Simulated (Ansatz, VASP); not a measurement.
**One calculation of ZnO, two programs**

Contents of POSCAR:

```
ZnO
1.0
    3.2352635141      0.0000000000      0.0000000000
   -1.6176317571      2.8018203912      0.0000000000
    0.0000000000      0.0000000000      5.2113138462
Zn O
2 2
Direct
    0.3333333333      0.6666666667     -0.0529831587
    0.6666666667      0.3333333333      0.4470168413
    0.3333333333      0.6666666667      0.4349831587
    0.6666666667      0.3333333333      0.9349831587
```

The input INCAR.step1:

```
PREC     = Accurate       # precision mode
ENCUT    = 520            # plane-wave cutoff, eV
ISMEAR   = 0              # smearing method
SIGMA    = 0.01           # smearing width, eV
LREAL    = F              # projectors in reciprocal space
LASPH    = T              # aspherical terms in the spheres
NELM     = 60             # most SCF steps
NBANDS   = 26             # bands
GGA      = PE             # functional
ALGO     = Normal         # electronic algorithm
EDIFF    = 1E-4           # SCF threshold, eV
LWAVE    = T              # write WAVECAR
LCHARG   = F              # write CHGCAR
```

File INCAR.step2:

```
PREC     = Accurate       # precision mode
ENCUT    = 520            # plane-wave cutoff, eV
EDIFF    = 1E-6           # SCF threshold, eV
ISMEAR   = 0              # smearing method
SIGMA    = 0.01           # smearing width, eV
LREAL    = F              # projectors in reciprocal space
LASPH    = T              # aspherical terms in the spheres
NELM     = 60             # most SCF steps
ALGO     = Normal         # electronic algorithm
ISIF     = 2              # what is computed and relaxed
LWAVE    = F              # write WAVECAR
LCHARG   = F              # write CHGCAR
METAGGA  = R2SCAN         # meta-GGA
LMIXTAU  = T            
NBANDS   = 26             # bands
ISTART   = 1
```

KPOINTS

```
Automatic mesh
0
Gamma
  9 9 6
```

Input for Ansatz:

```yaml
crystal:
  lattice:
    - [3.2352635141, 0.0, 0.0]
    - [-1.6176317571, 2.8018203912, 0.0]
    - [0.0, 0.0, 5.2113138462]
  atoms:
    - { symbol: Zn, position: [0.3333333333, 0.6666666667, -0.0529831587] }
    - { symbol: Zn, position: [0.6666666667, 0.3333333333, 0.4470168413] }
    - { symbol: O, position: [0.3333333333, 0.6666666667, 0.4349831587] }
    - { symbol: O, position: [0.6666666667, 0.3333333333, 0.9349831587] }
basis:
  ecutwfc: 500
  xc_grid: 2
kpoints:
  mp_grid: { grid: [9, 9, 6] }
hamiltonian:
  xc: r2scan
  pseudopotentials: { kind: paw, azcp: { folder: soft_1 } }
scf:
  occupations: { method: fixed }
output:
  forces: true
  stress: true
  eigenvalues: true
  polarization: {}
```

Change from the starting cell: polar distortion scaled by 0.10.

Alike in both runs: task single point; functional r2SCAN; k mesh 9 × 9 × 6; no spin polarisation.

|  | VASP | Ansatz |
| --- | --- | --- |
| version | VASP 6.6.1 | Ansatz 0.2.0 |
| potentials or method | VASP PAW PBE potentials, release 64 (Zn, O), cutoff 520 eV | scalar-relativistic, plane waves, PAW |
| occupations | gaussian, width 0.01 eV | fixed |
| valence electrons in the cell | 36 | 36 |

```csv
,VASP,Ansatz,Ansatz less VASP
gap on the k mesh at the Fermi level (eV),1.31,1.30,-0.019
least direct gap on the mesh (eV),1.31,1.30,-0.019
pressure (GPa),8.7,7.1,-1.56
"traceless stress, the component that is largest in VASP (GPa)",-13.00,-11.69,+1.318
rms of the force components (eV/Å),0.097,0.092,-0.0051
```

VASP's potentials were made for PBE, not for r2SCAN. Atom by atom the forces differ by 0.005 eV/Å (rms over components).
